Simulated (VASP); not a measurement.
# CaNb2 (P4_2/nmc) in VASP: single point with PBE

Aim: the single point of CaNb2 with PBE.

Program: VASP 6.6.1. These are calculated values, not measurements. Logs are shortened: lines on timing, memory, paths and dates and some standing lists are left out, and cuts for length are marked.

### Step 1. The cell of the first run

It takes space group P4_2/nmc (No. 137, tetragonal). Conventional cell: a = 3.513 Å, b = 3.513 Å, c = 12.674 Å, α = 90.00°, β = 90.00°, γ = 90.00°. Ca (site symmetry -4m2) has 8 Nb at 3.24 to 4.02 Å and 4 Ca at 3.51 Å within 4.3 Å. Within 3.6 Å of Nb (site symmetry 2mm) lie 8 Nb at 2.64 to 3.51 Å and 2 Ca at 3.24 Å.

### Step 2. Single point, PBE

INCAR

```
PREC = Accurate
ENCUT = 520
EDIFF = 1E-6
ISMEAR = 0
SIGMA = 0.1
LREAL = False
LASPH = True
NELM = 60
ALGO = Fast
ISIF = 2
LWAVE = False
LCHARG = False
GGA = PE
NBANDS = 45
```

KPOINTS

```
Automatic mesh
0
Gamma
  6 6 2
```

POSCAR

```
CaNb2
1.0
    3.5126857210      0.0000000000      0.0000000000
    0.0000000000      3.5126857210      0.0000000000
    0.0000000000      0.0000000000     12.6743992461
Ca Nb
2 4
Direct
    0.0000000000      0.0000000000      0.0000000000
    0.5000000000      0.5000000000      0.5000000000
    0.0000000000      0.5000000000      0.2147542773
    0.0000000000      0.5000000000      0.7147542773
    0.5000000000      0.0000000000      0.2852457227
    0.5000000000      0.0000000000      0.7852457227
```

Potentials or basis: VASP PAW PBE potentials, release 64 (Ca_sv, Nb_sv).

Command:

```
$ cat potpaw_PBE.64/Ca_sv/POTCAR potpaw_PBE.64/Nb_sv/POTCAR > POTCAR
$ mpirun -np 1 vasp_std > vasp.out
```

OUTCAR:

```text
PREC = Accurate
   ENCUT = 520
   EDIFF = 1E-6
   ISMEAR = 0
   LREAL = False
   LASPH = True
   NELM = 60
   ISIF = 2
   GGA = PE

 ion  position               nearest neighbor table
   1  0.000  0.000  0.000-
   2  0.500  0.500  0.500-
   3  0.000  0.500  0.215-   5 2.64   5 2.64   5 2.64   5 2.64
   4  0.000  0.500  0.715-   6 2.64   6 2.64   6 2.64   6 2.64
   5  0.500  0.000  0.285-   3 2.64   3 2.64   3 2.64   3 2.64
   6  0.500  0.000  0.785-   4 2.64   4 2.64   4 2.64   4 2.64

  LATTYP: Found a simple tetragonal cell.
 ALAT       =     3.5126857210
 C/A-ratio  =     3.6081791122

  Lattice vectors:

 A1 = (   3.5126857210,   0.0000000000,   0.0000000000)
 A2 = (   0.0000000000,   3.5126857210,   0.0000000000)
 A3 = (   0.0000000000,   0.0000000000,  12.6743992461)

Analysis of symmetry for initial positions (statically):
=====================================================================
 Subroutine PRICEL returns:
 Original cell was already a primitive cell.

 Routine SETGRP: Setting up the symmetry group for a
 simple tetragonal supercell.

 Subroutine GETGRP returns: Found 16 space group operations
 (whereof  8 operations were pure point group operations)
 out of a pool of 16 trial point group operations.

The static configuration has the point symmetry D_2d.
 The point group associated with its full space group is D_4h.

Analysis of symmetry for dynamics (positions and initial velocities):
=====================================================================
 Subroutine PRICEL returns:
 Original cell was already a primitive cell.

 Routine SETGRP: Setting up the symmetry group for a
 simple tetragonal supercell.

 Subroutine GETGRP returns: Found 16 space group operations
 (whereof  8 operations were pure point group operations)
 out of a pool of 16 trial point group operations.

The dynamic configuration has the point symmetry D_2d.
 The point group associated with its full space group is D_4h.

 Subroutine INISYM returns: Found 16 space group operations
 (whereof  8 operations are pure point group operations),
 and found     1 'primitive' translations

----------------------------------------------------------------------------------------

                                     Primitive cell

  volume of cell :     156.3889

  direct lattice vectors                    reciprocal lattice vectors
     3.512685721  0.000000000  0.000000000     0.284682457  0.000000000  0.000000000
     0.000000000  3.512685721  0.000000000     0.000000000  0.284682457  0.000000000
     0.000000000  0.000000000 12.674399246     0.000000000  0.000000000  0.078899203

  length of vectors
     3.512685721  3.512685721 12.674399246     0.284682457  0.284682457  0.078899203

  position of ions in fractional coordinates (direct lattice)
     0.000000000  0.000000000  0.000000000
     0.500000000  0.500000000  0.500000000
     0.000000000  0.500000000  0.214754277
     0.000000000  0.500000000  0.714754277
     0.500000000  0.000000000  0.285245723
     0.500000000  0.000000000  0.785245723

  ion indices of the primitive-cell ions
   primitive index   ion index
                 1           1
                 2           2
                 3           3
                 4           4
                 5           5
                 6           6

----------------------------------------------------------------------------------------

 KPOINTS: Automatic mesh

Automatic generation of k-mesh.
 Grid dimensions read from file:
 generate k-points for:    6    6    2

 Generating k-lattice:

  Cartesian coordinates                     Fractional coordinates (reciprocal lattice)
     0.047447076  0.000000000  0.000000000     0.166666667  0.000000000  0.000000000
     0.000000000  0.047447076  0.000000000     0.000000000  0.166666667  0.000000000
     0.000000000  0.000000000  0.039449602     0.000000000  0.000000000  0.500000000

  Length of vectors
     0.047447076  0.047447076  0.039449602

  Shift w.r.t. Gamma in fractional coordinates (k-lattice)
     0.000000000  0.000000000  0.000000000

 Subroutine IBZKPT returns following result:
 ===========================================

 Found     20 irreducible k-points:

 Following reciprocal coordinates:
            Coordinates               Weight
  0.000000  0.000000  0.000000      1.000000
  0.166667  0.000000  0.000000      4.000000
  0.333333  0.000000  0.000000      4.000000
  0.500000  0.000000  0.000000      2.000000
  0.166667  0.166667  0.000000      4.000000
  0.333333  0.166667  0.000000      8.000000
[... 12 lines left out ...]
  0.500000  0.333333  0.500000      4.000000
  0.500000  0.500000  0.500000      1.000000
   k-points           NKPTS =     20   k-points in BZ     NKDIM =     20   number of bands    NBANDS=     45
   number of dos      NEDOS =    301   number of ions     NIONS =      6
   total plane-waves  NPLWV =  75264
   dimension x,y,z NGX =    28 NGY =   28 NGZ =   96
   dimension x,y,z NGXF=    56 NGYF=   56 NGZF=  192
   ions per type =               2   4
   NGX,Y,Z   is equivalent  to a cutoff of  13.25, 13.25, 12.59 a.u.
   NGXF,Y,Z  is equivalent  to a cutoff of  26.50, 26.50, 25.18 a.u.
 SYSTEM =  unknown system
   PREC   = accura    normal or accurate (medium, high low for compatibility)
   ISTART =      0    job   : 0-new  1-cont  2-samecut
   ICHARG =      2    charge: 1-file 2-atom 10-const
   ISPIN  =      1    spin polarized calculation?
   LNONCOLLINEAR =      F non collinear calculations
   LSORBIT =      F    spin-orbit coupling
   LASPH  =      T    aspherical Exc in radial PAW
   ENCUT  =  520.0 eV  38.22 Ry    6.18 a.u.   6.53  6.53 23.57*2*pi/ulx,y,z
   NELM   =     60;   NELMIN=  2; NELMDL= -5     # of ELM steps
   EDIFF  = 0.1E-05   stopping-criterion for ELM
   LREAL  =      F    real-space projection
   EDIFFG = 0.1E-04   stopping-criterion for IOM
   NSW    =      0    number of steps for IOM
   IBRION =     -1    ionic relax: 0-MD 1-quasi-New 2-CG
   NFREE  =      0    steps in history (QN), initial steepest desc. (CG)
   ISIF   =      2    stress and relaxation
   ISYM   =      2    0-nonsym 1-usesym 2-fastsym
   POTIM  = 0.5000    time-step for ionic-motion
   TEBEG  =    0.0;   TEEND  =   0.0 temperature during run
   PSTRESS=    0.0 pullay stress
   NELECT =      72.0000    total number of electrons
   NUPDOWN=      -1.0000    fix difference up-down
   EMIN   =  10.00;   EMAX   =-10.00  energy-range for DOS
   EFERMI =   0.00;   METHOD = LEGACY
   ISMEAR =     0;   SIGMA  =   0.10  broadening in eV -4-tet -1-fermi 0-gaus
   EFERMI_NEDOS =   21; number of points for ismear=-14 and -15
   IALGO  =     68    algorithm
   IMIX   =      4    mixing-type and parameters
     AMIX     =   0.40;   BMIX     =  1.00
     AMIX_MAG =   1.60;   BMIX_MAG =  1.00
  volume/ion in A,a.u.               =      26.06       175.89
  Fermi-wavevector in a.u.,A,eV,Ry     =   1.264107  2.388815 21.741638  1.597965
  Thomas-Fermi vector in A             =   2.397429
   LORBIT       =      0    0 simple, 1 ext, 2 COOP (PROOUT), +10 PAW based schemes
   GGA     = PE    functional components
   LHFCALC =     F    Hartree Fock is set to
   AEXX    =    0.0000 exact exchange contribution
   IVDW    =     0    specifies the selected vdW correction
   LEPSILON=     F    determine dielectric tensor
   LRPA    =     F    only Hartree local field effects (RPA)
 non-spin polarized calculation
 RMM-DIIS sequential band-by-band and
 Gauss-broadening in eV      SIGMA  =   0.10
  energy-cutoff  :      520.00
  volume of cell :      156.39
 maximum number of plane-waves:      4264
 NGX is ok and might be reduce to    28
   NGX = 13   NGY = 13   NGZ = 47

 number of electron      71.9999999 magnetization

 Free energy of the ion-electron system (eV)
  ---------------------------------------------------
  ext. energy  EPLUGINS =         0.00000000
  ---------------------------------------------------
  free energy    TOTEN  =       -39.98954643 eV

  energy without entropy =      -39.94678233  energy(sigma->0) =      -39.96816438

 E-fermi :   6.0008     XC(G=0): -10.0031

 val. band max:        5.9762975527   @ k =   0.0000   0.0000   0.5000
 cond. band min:       6.0379340731   @ k =   0.3333   0.1667   0.5000
 fundamental gap:      0.0616365204
 Fermi energy:         6.0008185263

 k-point     1 :       0.0000    0.0000    0.0000
  band No.  band energies     occupation
      1     -48.6606      2.00000
      2     -48.6606      2.00000
      3     -48.1706      2.00000
      4     -48.1705      2.00000
      5     -35.3367      2.00000
      6     -35.3366      2.00000
[... 37 lines left out ...]
     44       7.7435      0.00000
     45       7.8555      0.00000

 k-point     2 :       0.1667    0.0000    0.0000
  band No.  band energies     occupation
      1     -48.6268      2.00000
      2     -48.6267      2.00000
      3     -48.2022      2.00000
      4     -48.2021      2.00000
      5     -35.3320      2.00000
      6     -35.3319      2.00000
[... 37 lines left out ...]
     44       7.9889      0.00000
     45       8.3447      0.00000

 k-point     3 :       0.3333    0.0000    0.0000
  band No.  band energies     occupation
      1     -48.5349      2.00000
      2     -48.5348      2.00000
      3     -48.2896      2.00000
      4     -48.2895      2.00000
      5     -35.3226      2.00000
      6     -35.3226      2.00000
[... 37 lines left out ...]
     44       8.4883      0.00000
     45       8.7907      0.00000

 k-point     4 :       0.5000    0.0000    0.0000
  band No.  band energies     occupation
      1     -48.4111      2.00000
      2     -48.4111      2.00000
      3     -48.4110      2.00000
      4     -48.4110      2.00000
      5     -35.3179      2.00000
      6     -35.3179      2.00000
[... 709 lines left out ...]
     44       8.0581      0.00000
     45       8.7342      0.00000

 k-point    19 :       0.5000    0.3333    0.5000
  band No.  band energies     occupation
      1     -48.4029      2.00000
      2     -48.4029      2.00000
      3     -48.4029      2.00000
      4     -48.4029      2.00000
      5     -35.3041      2.00000
      6     -35.3041      2.00000
[... 37 lines left out ...]
     44       7.8133      0.00000
     45       8.6790      0.00000

 k-point    20 :       0.5000    0.5000    0.5000
  band No.  band energies     occupation
      1     -48.4002      2.00000
      2     -48.4002      2.00000
      3     -48.4002      2.00000
      4     -48.4002      2.00000
      5     -35.2995      2.00000
      6     -35.2995      2.00000
[... 37 lines left out ...]
     44       8.1202      0.00000
     45       8.6063      0.00000

------------------------ aborting loop because EDIFF is reached ----------------------------------------

  FORCE on cell =-STRESS in cart. coord.  units (eV):
  Direction    XX          YY          ZZ          XY          YZ          ZX
  --------------------------------------------------------------------------------------
  -------------------------------------------------------------------------------------
  Total       -0.2403781     -0.2403781     -0.0144465      0.0000000     -0.0000000      0.0000000
  in kB       -2.4626324     -2.4626324     -0.1480020      0.0000000     -0.0000000      0.0000000
  external PRESSURE =      -1.6910890 kB  Pullay stress =       0.0000000 kB

 VOLUME and BASIS-vectors are now :
 -----------------------------------------------------------------------------
  energy-cutoff  :      520.00
  volume of cell :      156.39
      direct lattice vectors                 reciprocal lattice vectors
     3.512685721  0.000000000  0.000000000     0.284682457  0.000000000  0.000000000
     0.000000000  3.512685721  0.000000000     0.000000000  0.284682457  0.000000000
     0.000000000  0.000000000 12.674399246     0.000000000  0.000000000  0.078899203

 POSITION                                       TOTAL-FORCE (eV/Angst)
 -----------------------------------------------------------------------------------
      0.00000      0.00000      0.00000        -0.000000     -0.000000      0.000000
      1.75634      1.75634      6.33720        -0.000000     -0.000000      0.000000
      0.00000      1.75634      2.72188         0.000000      0.000000     -0.000610
      0.00000      1.75634      9.05908        -0.000000     -0.000000     -0.000610
      1.75634      0.00000      3.61532         0.000000     -0.000000      0.000610
      1.75634      0.00000      9.95252        -0.000000     -0.000000      0.000610
 -----------------------------------------------------------------------------------
    total drift:                                0.000000     -0.000000      0.000000

  FREE ENERGIE OF THE ION-ELECTRON SYSTEM (eV)
  ---------------------------------------------------
  free  energy   TOTEN  =       -39.9895464266 eV

  energy  without entropy=      -39.9467823330  energy(sigma->0) =      -39.96816438
```

It took 6.1 min on 1 thread of Intel Xeon Platinum 8488C (Sapphire Rapids), shared host; peak memory 0.33 GiB.

Results:

| Item | Value |
| --- | --- |
| Free energy | -39.9895 eV |
| Pressure | -0.2 GPa |
| Band gap on the k mesh | zero (bands 36 and 37 overlap by 0.80 eV) |

The gap in the log of VASP goes by the Fermi energy; the results here count the filled bands.